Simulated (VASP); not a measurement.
# Al12H in VASP: notebook

The runs below take Al12H through single point, with PBE.

All numbers are computed with VASP 6.6.1; they aren't measurements. Logs are shortened: lines on timing, memory, paths and dates and some standing lists are left out, and cuts for length are marked.

## Step 1: The cell of the first run

The cell holds a slab with vacuum, 13 atoms: a = 5.714 Å, b = 5.714 Å, c = 21.602 Å, α = 90.00°, β = 90.00°, γ = 120.00°.

## Step 2: Single point, PBE, collinear spin

File INCAR:

```
PREC = Accurate
ENCUT = 520
EDIFF = 1E-7
ISMEAR = 0
SIGMA = 0.1
LREAL = F
LASPH = T
NELM = 150
ALGO = Normal
ISIF = 2
LWAVE = F
LCHARG = F
ISPIN = 2
MAGMOM = 0 0 0 0 0 0 0 0 0 0 0 0 1
LORBIT = 11
LDIPOL = T
IDIPOL = 3
DIPOL = 0.5 0.5 0.299
GGA = PE
NBANDS = 34
```

File KPOINTS:

```
Automatic mesh
0
Gamma
  6 6 1
```

File POSCAR:

```
Al12H
1.0
    5.7143028096      0.0000000000      0.0000000000
   -2.8571514048      4.9487313980      0.0000000000
    0.0000000000      0.0000000000     21.6016424764
Al H
12 1
Direct
    0.3333333333      0.1666666667      0.1851711047
    0.3333333333      0.6666666667      0.1851711047
    0.8333333333      0.1666666667      0.1851711047
    0.8333333333      0.6666666667      0.1851711047
    0.1666666667      0.3333333333      0.2916873740
    0.1666666667      0.8333333333      0.2916873740
    0.6666666667      0.3333333333      0.2916873740
    0.6666666667      0.8333333333      0.2916873740
    0.0000000000      0.0000000000      0.3981939098
    0.0000000000      0.5000000000      0.3981939098
    0.5000000000      0.0000000000      0.3981939098
    0.5000000000      0.5000000000      0.3981939098
    0.1666666667     -0.1666666667      0.3843060770
```

Potentials or basis: VASP PAW PBE potentials, release 64 (Al, H).

Launch:

```
cat potpaw_PBE.64/Al/POTCAR potpaw_PBE.64/H/POTCAR > POTCAR
mpirun -np 1 vasp_std > vasp.out
```

OUTCAR:

```text
PREC = Accurate
   ENCUT = 520
   EDIFF = 1E-7
   ISMEAR = 0
   LREAL = F
   LASPH = T
   NELM = 150
   ISIF = 2
   ISPIN = 2
   LORBIT = 11
   GGA = PE

 ion  position               nearest neighbor table
   1  0.333  0.167  0.185-   5 2.83   6 2.83   7 2.83   4 2.86   2 2.86   2 2.86   4 2.86   3 2.86
                             3 2.86
   2  0.333  0.667  0.185-   6 2.83   5 2.83   8 2.83   3 2.86   1 2.86   1 2.86   3 2.86   4 2.86
                             4 2.86
   3  0.833  0.167  0.185-   7 2.83   8 2.83   5 2.83   4 2.86   2 2.86   4 2.86   2 2.86   1 2.86
                             1 2.86
   4  0.833  0.667  0.185-   8 2.83   7 2.83   6 2.83   3 2.86   1 2.86   3 2.86   1 2.86   2 2.86
                             2 2.86
   5  0.167  0.333  0.292-   9 2.83  12 2.83  10 2.83   1 2.83   2 2.83   3 2.83   8 2.86   6 2.86
                             6 2.86   8 2.86   7 2.86   7 2.86
   6  0.167  0.833  0.292-  13 2.00  10 2.83  11 2.83   9 2.83   2 2.83   1 2.83   4 2.83   5 2.86
                             7 2.86   5 2.86   7 2.86   8 2.86   8 2.86
   7  0.667  0.333  0.292-  11 2.83  10 2.83  12 2.83   3 2.83   4 2.83   1 2.83   8 2.86   6 2.86
                             8 2.86   6 2.86   5 2.86   5 2.86
   8  0.667  0.833  0.292-  12 2.83   9 2.83  11 2.83   4 2.83   3 2.83   2 2.83   7 2.86   5 2.86
                             7 2.86   5 2.86   6 2.86   6 2.86
   9  0.000  0.000  0.398-  13 1.68   5 2.83   8 2.83   6 2.83  12 2.86  10 2.86  10 2.86  12 2.86
                            11 2.86  11 2.86
  10  0.000  0.500  0.398-  13 1.68   6 2.83   7 2.83   5 2.83  11 2.86   9 2.86   9 2.86  11 2.86
                            12 2.86  12 2.86
  11  0.500  0.000  0.398-  13 1.68   7 2.83   6 2.83   8 2.83  12 2.86  10 2.86  12 2.86  10 2.86
                             9 2.86   9 2.86
  12  0.500  0.500  0.398-   8 2.83   5 2.83   7 2.83   9 2.86  11 2.86  11 2.86   9 2.86  10 2.86
                            10 2.86
  13  0.167  0.833  0.384-  10 1.68  11 1.68   9 1.68   6 2.00

  LATTYP: Found a hexagonal cell.
 ALAT       =     5.7143028096
 C/A-ratio  =     3.7802761240

  Lattice vectors:

 A1 = (   5.7143028096,   0.0000000000,   0.0000000000)
 A2 = (  -2.8571514048,   4.9487313980,   0.0000000000)
 A3 = (   0.0000000000,   0.0000000000,  21.6016424764)

Analysis of symmetry for initial positions (statically):
=====================================================================
 Subroutine PRICEL returns:
 Original cell was already a primitive cell.

 Routine SETGRP: Setting up the symmetry group for a
 hexagonal supercell.

 Subroutine GETGRP returns: Found  6 space group operations
 (whereof  2 operations were pure point group operations)
 out of a pool of 24 trial point group operations.

The static configuration has the point symmetry C_1h.
 The point group associated with its full space group is C_3v.

Analysis of symmetry for dynamics (positions and initial velocities):
=====================================================================
 Subroutine PRICEL returns:
 Original cell was already a primitive cell.

 Routine SETGRP: Setting up the symmetry group for a
 hexagonal supercell.

 Subroutine GETGRP returns: Found  6 space group operations
 (whereof  2 operations were pure point group operations)
 out of a pool of 24 trial point group operations.

The dynamic configuration has the point symmetry C_1h.
 The point group associated with its full space group is C_3v.

Analysis of structural, dynamic, and magnetic symmetry:
=====================================================================
 Subroutine PRICEL returns:
 Original cell was already a primitive cell.

 Routine SETGRP: Setting up the symmetry group for a
 hexagonal supercell.

 Subroutine GETGRP returns: Found  6 space group operations
 (whereof  2 operations were pure point group operations)
 out of a pool of 24 trial point group operations.

The overall configuration has the point symmetry C_1h.
 The point group associated with its full space group is C_3v.

 Subroutine INISYM returns: Found  6 space group operations
 (whereof  2 operations are pure point group operations),
 and found     1 'primitive' translations

----------------------------------------------------------------------------------------

                                     Primitive cell

  volume of cell :     610.8631

[... 106 lines left out ...]
   EFERMI =   0.00;   METHOD = LEGACY
   ISMEAR =     0;   SIGMA  =   0.10  broadening in eV -4-tet -1-fermi 0-gaus
   EFERMI_NEDOS =   21; number of points for ismear=-14 and -15
   IALGO  =     38    algorithm
   IMIX   =      4    mixing-type and parameters
     AMIX     =   0.40;   BMIX     =  1.00
     AMIX_MAG =   1.60;   BMIX_MAG =  1.00
  volume/ion in A,a.u.               =      46.99       317.10
  Fermi-wavevector in a.u.,A,eV,Ry     =   0.642926  1.214953  5.624015  0.413353
  Thomas-Fermi vector in A             =   1.709757
   LORBIT       =     11    0 simple, 1 ext, 2 COOP (PROOUT), +10 PAW based schemes
   GGA     = PE    functional components
   LHFCALC =     F    Hartree Fock is set to
   AEXX    =    0.0000 exact exchange contribution
   IVDW    =     0    specifies the selected vdW correction
   LEPSILON=     F    determine dielectric tensor
   LRPA    =     F    only Hartree local field effects (RPA)
 spin polarized calculation
 Gauss-broadening in eV      SIGMA  =   0.10
  energy-cutoff  :      520.00
  volume of cell :      610.86
 maximum number of plane-waves:     16489
   NGX = 21   NGY = 21   NGZ = 81

 dipolmoment           0.000000      0.000000     -0.018016 electrons x Angstroem

 number of electron      37.0000001 magnetization       0.0000095

 number of electron      37.0000001 magnetization      -0.0000038

 dipolmoment           0.000000      0.000000      0.008899 electrons x Angstroem

 Free energy of the ion-electron system (eV)
  ---------------------------------------------------
  ext. energy  EPLUGINS =         0.00000000
  ---------------------------------------------------
  free energy    TOTEN  =       -44.28599124 eV

  energy without entropy =      -44.26101617  energy(sigma->0) =      -44.27350371

 E-fermi :   0.0388     XC(G=0):  -4.1311

 val. band max:       -0.0151393847   @ k =   0.1667   0.1667   0.0000
 cond. band min:       0.0651904352   @ k =   0.1667   0.1667   0.0000
 fundamental gap:      0.0803298199
 Fermi energy:         0.0388378793

 spin component 1

 k-point     1 :       0.0000    0.0000    0.0000
  band No.  band energies     occupation
      1     -11.2859      1.00000
      2      -9.6493      1.00000
      3      -7.2852      1.00000
      4      -5.9957      1.00000
      5      -4.8150      1.00000
      6      -4.8150      1.00000
[... 220 lines left out ...]
     29       3.1644      0.00000
     30       3.2413      0.00000
 Fermi energy:         0.0388378793

 spin component 2

 k-point     1 :       0.0000    0.0000    0.0000
  band No.  band energies     occupation
      1     -11.2859      1.00000
      2      -9.6493      1.00000
      3      -7.2852      1.00000
      4      -5.9957      1.00000
      5      -4.8150      1.00000
      6      -4.8150      1.00000
[... 220 lines left out ...]
     29       3.1644      0.00000
     30       3.2413      0.00000
 [bands above 30 left out]

------------------------ aborting loop because EDIFF is reached ----------------------------------------

 vacuum level on the upper side and lower side of the slab       (xc-potential included)         0.017        -0.037

  FORCE on cell =-STRESS in cart. coord.  units (eV):
  Direction    XX          YY          ZZ          XY          YZ          ZX
  --------------------------------------------------------------------------------------
  -------------------------------------------------------------------------------------
  Total        0.3349479      0.3349479      2.5233820      0.0000000     -0.0000000     -0.0000000
  in kB        0.8785044      0.8785044      6.6183491      0.0000000     -0.0000000     -0.0000000
  external PRESSURE =       2.7917859 kB  Pullay stress =       0.0000000 kB

 VOLUME and BASIS-vectors are now :
 -----------------------------------------------------------------------------
  energy-cutoff  :      520.00
  volume of cell :      610.86
      direct lattice vectors                 reciprocal lattice vectors
     5.714302810  0.000000000  0.000000000     0.174999476  0.101035995  0.000000000
    -2.857151405  4.948731398  0.000000000     0.000000000  0.202071990  0.000000000
     0.000000000  0.000000000 21.601642476     0.000000000  0.000000000  0.046292776

 POSITION                                       TOTAL-FORCE (eV/Angst)
 -----------------------------------------------------------------------------------
      1.42858      0.82479      4.00000        -0.000000      0.025469     -0.059602
     -0.00000      3.29915      4.00000         0.022057     -0.012734     -0.059602
      4.28573      0.82479      4.00000        -0.000000     -0.000000     -0.083658
      2.85715      3.29915      4.00000        -0.022057     -0.012734     -0.059602
      0.00000      1.64958      6.30093        -0.001055     -0.000609      0.028209
     -1.42858      4.12394      6.30093        -0.000000     -0.000000     -0.615156
      2.85715      1.64958      6.30093         0.001055     -0.000609      0.028209
      1.42858      4.12394      6.30093        -0.000000      0.001218      0.028209
      0.00000      0.00000      8.60164        -1.182618      0.682785      0.353763
     -1.42858      2.47437      8.60164        -0.000000     -1.365570      0.353763
      2.85715      0.00000      8.60164         1.182618      0.682785      0.353763
      1.42858      2.47437      8.60164        -0.000000      0.000000      0.125616
     -1.42858      4.12394      8.30164        -0.000000      0.000000     -0.393912
 -----------------------------------------------------------------------------------
    total drift:                               -0.000000      0.000000      0.000042

  FREE ENERGIE OF THE ION-ELECTRON SYSTEM (eV)
  ---------------------------------------------------
  free  energy   TOTEN  =       -44.2859912367 eV

  energy  without entropy=      -44.2610161741  energy(sigma->0) =      -44.27350371

 vacuum level on the upper side and lower side of the slab         3.973         3.907

 total charge

# of ion       s       p       d       tot
------------------------------------------
    1        0.451   0.313   0.000   0.764
    2        0.451   0.313   0.000   0.764
    3        0.447   0.311   0.000   0.758
    4        0.451   0.313   0.000   0.764
    5        0.435   0.344   0.000   0.779
    6        0.433   0.345   0.000   0.778
    7        0.435   0.344   0.000   0.779
    8        0.435   0.344   0.000   0.779
    9        0.457   0.324   0.000   0.781
   10        0.457   0.324   0.000   0.781
   11        0.457   0.324   0.000   0.781
   12        0.441   0.318   0.000   0.759
   13        0.614   0.034   0.000   0.648
--------------------------------------------------
tot          5.964   3.950   0.000   9.914

 magnetization (x)

# of ion       s       p       d       tot
------------------------------------------
    1       -0.000   0.000   0.000  -0.000
    2       -0.000   0.000   0.000  -0.000
    3       -0.000   0.000   0.000  -0.000
    4       -0.000   0.000   0.000  -0.000
    5        0.000   0.000   0.000   0.000
    6        0.000   0.000   0.000   0.000
    7        0.000   0.000   0.000   0.000
    8        0.000   0.000   0.000   0.000
    9        0.000   0.000   0.000   0.000
   10        0.000   0.000   0.000   0.000
   11        0.000   0.000   0.000   0.000
   12        0.000  -0.000   0.000   0.000
   13       -0.000  -0.000   0.000  -0.000
--------------------------------------------------
tot          0.000   0.000   0.000   0.000
```

Wall time 6.4 min (1 thread of AMD EPYC 9R45 (Zen 5), shared host); peak memory 0.89 GiB.

What came out:

```yaml
Free_energy: -44.2860 eV
Largest_force: 1.411 eV/Å
Net_moment: 0.00 μB per cell
Valence_electrons_inside_the_program's_atomic_spheres: Al 0.76, 0.78 (each value once); H 0.65
```

Forces on the atoms (eV/Å):
```
Al   0.000  0.025 -0.060
Al   0.022 -0.013 -0.060
Al   0.000  0.000 -0.084
Al  -0.022 -0.013 -0.060
Al  -0.001 -0.001  0.028
Al   0.000  0.000 -0.615
Al   0.001 -0.001  0.028
Al   0.000  0.001  0.028
Al  -1.183  0.683  0.354
Al   0.000 -1.366  0.354
Al   1.183  0.683  0.354
Al   0.000  0.000  0.126
H    0.000  0.000 -0.394
```

## Step 3: Single point, PBE, collinear spin

File INCAR:

```
SYSTEM = Al12H
PREC = Accurate ; ENCUT = 520
EDIFF = 1E-7 ; ISMEAR = 0
SIGMA = 0.1 ; LREAL = .False.
LASPH = .True. ; NELM = 150
ALGO = Normal ; ISIF = 2
LWAVE = .False. ; LCHARG = .True.
ISPIN = 2 ; MAGMOM = 0 0 0 0 0 0 0 0 0 0 0 0 1
LORBIT = 11 ; LDIPOL = .True.
IDIPOL = 3 ; DIPOL = 0.5 0.5 0.304
GGA = PE ; LELF = .True.
LVHAR = .True. ; LVACPOTAV = .True.
NBANDS = 34
```

File KPOINTS:

```
Automatic mesh
0
Gamma
  6 6 1
  0 0 0
```

Changes to POSCAR since step 2:

```diff
@@ -20,2 +20,2 @@
     0.5000000000      0.5000000000      0.3981939098
-    0.1666666667     -0.1666666667      0.3843060770
+    0.3333333333     -0.3333333333      0.4528193857
```

Potentials or basis: VASP PAW PBE potentials, release 64 (Al, H).

Launch:

```
cat potpaw_PBE.64/Al/POTCAR potpaw_PBE.64/H/POTCAR > POTCAR
mpirun -np 1 vasp_std > vasp.out
```

OUTCAR:

```text
SYSTEM = Al12H
   PREC = Accurate
   ENCUT = 520
   EDIFF = 1E-7
   ISMEAR = 0
   LREAL = .False.
   LASPH = .True.
   NELM = 150
   ISIF = 2
   ISPIN = 2
   LORBIT = 11
   GGA = PE

 ion  position               nearest neighbor table
   1  0.333  0.167  0.185-   5 2.83   6 2.83   7 2.83   4 2.86   2 2.86   2 2.86   4 2.86   3 2.86
                             3 2.86
   2  0.333  0.667  0.185-   6 2.83   5 2.83   8 2.83   3 2.86   1 2.86   1 2.86   3 2.86   4 2.86
                             4 2.86
   3  0.833  0.167  0.185-   7 2.83   8 2.83   5 2.83   4 2.86   2 2.86   4 2.86   2 2.86   1 2.86
                             1 2.86
   4  0.833  0.667  0.185-   8 2.83   7 2.83   6 2.83   3 2.86   1 2.86   3 2.86   1 2.86   2 2.86
                             2 2.86
   5  0.167  0.333  0.292-   9 2.83  12 2.83  10 2.83   1 2.83   2 2.83   3 2.83   8 2.86   6 2.86
                             6 2.86   8 2.86   7 2.86   7 2.86
[... 736 lines left out ...]
  free  energy   TOTEN  =       -45.1554027469 eV

  energy  without entropy=      -45.1352502200  energy(sigma->0) =      -45.14532648

 vacuum level on the upper side and lower side of the slab         3.967         3.949

 total charge

# of ion       s       p       d       tot
------------------------------------------
    1        0.453   0.311   0.000   0.765
    2        0.449   0.307   0.000   0.756
    3        0.453   0.311   0.000   0.765
    4        0.453   0.311   0.000   0.765
    5        0.432   0.344   0.000   0.776
    6        0.432   0.344   0.000   0.776
    7        0.437   0.349   0.000   0.786
    8        0.432   0.344   0.000   0.776
    9        0.445   0.321   0.000   0.766
   10        0.445   0.309   0.000   0.753
   11        0.445   0.309   0.000   0.753
   12        0.445   0.309   0.000   0.753
   13        0.492   0.010   0.000   0.502
--------------------------------------------------
tot          5.812   3.878   0.000   9.691

 magnetization (x)

# of ion       s       p       d       tot
------------------------------------------
    1       -0.000   0.000   0.000  -0.000
    2       -0.000   0.000   0.000  -0.000
    3       -0.000   0.000   0.000  -0.000
    4       -0.000   0.000   0.000  -0.000
    5       -0.000  -0.000   0.000  -0.000
    6       -0.000  -0.000   0.000  -0.000
    7       -0.000  -0.000   0.000  -0.000
    8       -0.000  -0.000   0.000  -0.000
    9        0.000  -0.000   0.000   0.000
   10        0.000   0.000   0.000   0.000
   11        0.000   0.000   0.000   0.000
   12        0.000   0.000   0.000   0.000
   13        0.000   0.000   0.000   0.000
--------------------------------------------------
tot         -0.000   0.000   0.000   0.000
```

OSZICAR:

```text
N       E                     dE             d eps       ncg     rms          rms(c)
DAV:   1     0.118188837884E+03    0.11819E+03   -0.10895E+04   952   0.762E+02
DAV:   2    -0.373786775827E+02   -0.15557E+03   -0.14847E+03  1280   0.133E+02
[... 25 lines left out ...]
DAV:  28    -0.451554011765E+02   -0.78127E-06   -0.83671E-08   948   0.701E-04    0.251E-04
DAV:  29    -0.451554017982E+02   -0.62166E-06   -0.10008E-07   922   0.629E-04    0.247E-04
DAV:  30    -0.451554021832E+02   -0.38502E-06   -0.36220E-08   862   0.438E-04    0.122E-04
DAV:  31    -0.451554025549E+02   -0.37169E-06   -0.12797E-08   860   0.289E-04    0.817E-05
DAV:  32    -0.451554027034E+02   -0.14845E-06   -0.45345E-09   864   0.190E-04    0.487E-05
DAV:  33    -0.451554027469E+02   -0.43534E-07   -0.88074E-10   764   0.122E-04
   1 F= -.45155403E+02 E0= -.45145326E+02  d E =-.201525E-01  mag=     0.0000
```

It took 14 min on 1 thread of Intel Xeon 6975P-C (Granite Rapids), shared host; peak memory 0.89 GiB.

What came out:

```
Free energy                                           : -45.1554 eV
Largest force                                         : 0.591 eV/Å
Net moment                                            : 0.00 μB per cell
Valence electrons inside the program's atomic spheres : Al 0.77, 0.76, 0.78, 0.79, 0.75 (each value once); H 0.50
```

Forces on the atoms (eV/Å):
```
Al  -0.081 -0.047 -0.119
Al   0.000  0.000  0.036
Al   0.081 -0.047 -0.119
Al   0.000  0.093 -0.119
Al   0.000 -0.001  0.155
Al  -0.001  0.001  0.155
Al   0.000  0.000 -0.115
Al   0.001  0.001  0.155
Al   0.000  0.000 -0.019
Al  -0.181 -0.105  0.193
Al   0.000  0.209  0.193
Al   0.181 -0.105  0.193
H    0.000  0.000 -0.591
```

Levels at points of the mesh, in eV from the Fermi level:
Spin up:
| k point | band 15 | band 16 | band 17 | band 18 | band 19 | band 20 | band 21 | band 22 |
| --- | --- | --- | --- | --- | --- | --- | --- | --- |
| (0.00, 0.00, 0.00) | -2.76 | -2.76 | -1.41 | -0.47 | -0.47 | -0.23 | -0.23 | -0.18 |
| (0.50, 0.00, 0.00) | -0.67 | -0.52 | -0.39 | -0.24 | 0.41 | 0.91 | 1.05 | 1.18 |
Spin down:
| k point | band 14 | band 15 | band 16 | band 17 | band 18 | band 19 | band 20 | band 21 | band 22 | band 23 |
| --- | --- | --- | --- | --- | --- | --- | --- | --- | --- | --- |
| (0.00, 0.00, 0.00) | -2.92 | -2.76 | -2.76 | -1.41 | -0.47 | -0.47 | -0.23 | -0.23 | -0.18 | 0.25 |
| (0.50, 0.00, 0.00) | -1.67 | -0.67 | -0.52 | -0.39 | -0.24 | 0.41 | 0.91 | 1.05 | 1.18 | 1.46 |
